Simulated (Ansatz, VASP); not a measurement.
**K2FeO3 in VASP and in Ansatz**

INCAR

```
SYSTEM = K2FeO3
ALGO = Normal
EDIFF = 1E-6
ENCUT = 600
GGA = PE
GGA_COMPAT = .FALSE.
ISIF = 2
ISMEAR = 0
ISPIN = 2
LASPH = .TRUE.
LCHARG = .TRUE.
LELF = .TRUE.
LMAXMIX = 4
LORBIT = 11
LREAL = .FALSE.
LVHAR = .TRUE.
LWAVE = .FALSE.
MAGMOM = 0 0 2.6 0.37 0.37 0.37
NBANDS = 35
NELM = 200
PREC = Accurate
SIGMA = 0.1
```

Contents of KPOINTS:

```
k-points
0
G
  4 4 6
  0 0 0
```

POSCAR

```
K2FeO3
1.0
    3.7638263880     -4.5617472041      0.0000000000
    3.7638263880      4.5617472041      0.0000000000
    0.0000000000      0.0000000000      3.7113736868
K Fe O
2 1 3
Direct
    0.0000000000      0.5000000000      0.0000000000
    0.5000000000      0.0000000000      0.0000000000
    0.5000000000      0.5000000000      0.5000000000
    0.6950537334      0.3049462666      0.5000000000
    0.3049462666      0.6950537334      0.5000000000
    0.5000000000      0.5000000000      0.0000000000
```

Input for Ansatz:

```yaml
crystal:
  lattice:
    - [3.763826388, -4.5617472041, 0.0]
    - [3.763826388, 4.5617472041, 0.0]
    - [0.0, 0.0, 3.7113736868]
  atoms:
    - { symbol: K, position: [0.0, 0.5, 0.0] }
    - { symbol: K, position: [0.5, 0.0, 0.0] }
    - { symbol: Fe, position: [0.5, 0.5, 0.5], spin: 2.6 }
    - { symbol: O, position: [0.6950537334, 0.3049462666, 0.5], spin: 0.37 }
    - { symbol: O, position: [0.3049462666, 0.6950537334, 0.5], spin: 0.37 }
    - { symbol: O, position: [0.5, 0.5, 0.0], spin: 0.37 }
basis:
  ecutwfc: 420
kpoints:
  mp_grid: { grid: [4, 4, 6] }
hamiltonian:
  xc: pbe
scf:
  occupations: { method: gaussian, width: 0.1 }
  lower_state_search: "off"
output:
  forces: true
  stress: true
  eigenvalues: true
  populations: true
magnetization:
  spin_polarized: true
```

Alike in both runs: task single point; functional PBE; k mesh 4 × 4 × 6; occupations gaussian, width 0.1 eV; collinear spin.

```csv
,VASP,Ansatz
version,VASP 6.6.1,Ansatz 0.2.0
potentials or method,"VASP PAW PBE potentials, release 64 (K_sv, Fe, O), cutoff 600 eV","scalar-relativistic, plane waves, PAW"
valence electrons in the cell,44,52
```

```tsv
	VASP	Ansatz	Ansatz less VASP
gap on the k mesh at the Fermi level (eV)	none	none	-
pressure (GPa)	1.0	0.6	-0.38
traceless stress, the component that is largest in VASP (GPa)	0.59	0.46	-0.127
rms of the force components (eV/Å)	0.012	0.042	+0.0300
net moment per atom (μB)	0.67	0.67	0.000
size of the moment on the site where the two differ most (μB)	2.69	2.42	-0.271
```

Site moments also hang on the region over which each program counts them. Atom by atom the forces differ by 0.055 eV/Å (rms over components). A gap of «none» marks a metal or a gap that the smearing closes. With one functional, cell and mesh, what is left measures potentials, basis and numerics. VASP's potentials hold 44 valence electrons a cell and Ansatz's 52, so a difference there can come from the potentials and not from the codes.
